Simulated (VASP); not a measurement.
# Zn: single point with r2SCAN

Crystal: Zn.

```xyz
1
Lattice="0.0000 1.9706 1.9706 1.9706 0.0000 1.9706 1.9706 1.9706 0.0000" Properties=species:S:1:pos:R:3 pbc="T T T"
Zn    0.0000    0.0000    0.0000
```

```json
{
  "Program": "VASP 6.6.1",
  "Task": "single point",
  "Functional": "r2SCAN",
  "Potentials or basis": "VASP PAW PBE potentials, release 64 (Zn)",
  "Cutoff": "520 eV",
  "k mesh": "15 × 15 × 15",
  "Occupations": "fermi-dirac, width 0.1 eV",
  "Spin": "no spin polarisation",
  "Dipole correction": "no",
  "Further INCAR settings": "ALGO = Normal; EDIFF = 1e-06; NBANDS = 12"
}
```

```json
{"Pressure": "-4.7 GPa", "Band gap on the k mesh": "zero (band 6 reaches 4.79 eV, above the bottom of band 7 at 1.67 eV)"}
```

Levels at points of the mesh, in eV from the Fermi level:
```csv
k point,band 4,band 5,band 6,band 7,band 8,band 9
"(0.00, 0.00, 0.00)",-7.90,-7.52,-7.52,19.24,19.24,19.24
```

Wall time 32 s on 1 thread of Intel(R) Xeon(R) 6975P-C (Granite Rapids), on a shared host, peak memory 0.15 GiB.

Caveat: the PAW data sets were made with another functional, which shifts forces and pressure a little.
